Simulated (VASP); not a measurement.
A run of VASP 6.6.1:

INCAR

```
  ALGO = Normal
  EDIFF = 1E-6
  ENCUT = 500
  GGA = PE
  GGA_COMPAT = F
  ISIF = 2
  ISMEAR = -1
  LASPH = T
  LCHARG = F
  LREAL = F
  LWAVE = F
  NBANDS = 11
  NELM = 120
  PREC = Accurate
  SIGMA = 0.02
```

KPOINTS

```
k-points
0
Gamma
  3 3 3
```

POSCAR

```
BAs
1.0
    0.0000000000      2.3052873216      2.3052873216
    2.3052873216      0.0000000000      2.3052873216
    2.3052873216      2.3052873216      0.0000000000
B As
1 1
Direct
    0.0000000000      0.0000000000      0.0000000000
    0.5000000000      0.5000000000      0.5000000000
```

Potentials or basis: VASP PAW PBE potentials, release 64 (B, As).

Run with:

```bash
$ cat potpaw_PBE.64/B/POTCAR potpaw_PBE.64/As/POTCAR > POTCAR
$ mpirun -np 1 vasp_std > vasp.out
```

Hardware: 1 thread of AMD EPYC 7R13 (shared host).

Problem. How long does it take, and how much memory?

Solution. Wall time 5 s on 1 thread of AMD EPYC 7R13, on a shared host, peak memory 0.1 GiB. Counts: scf iterations 11, k points 4.
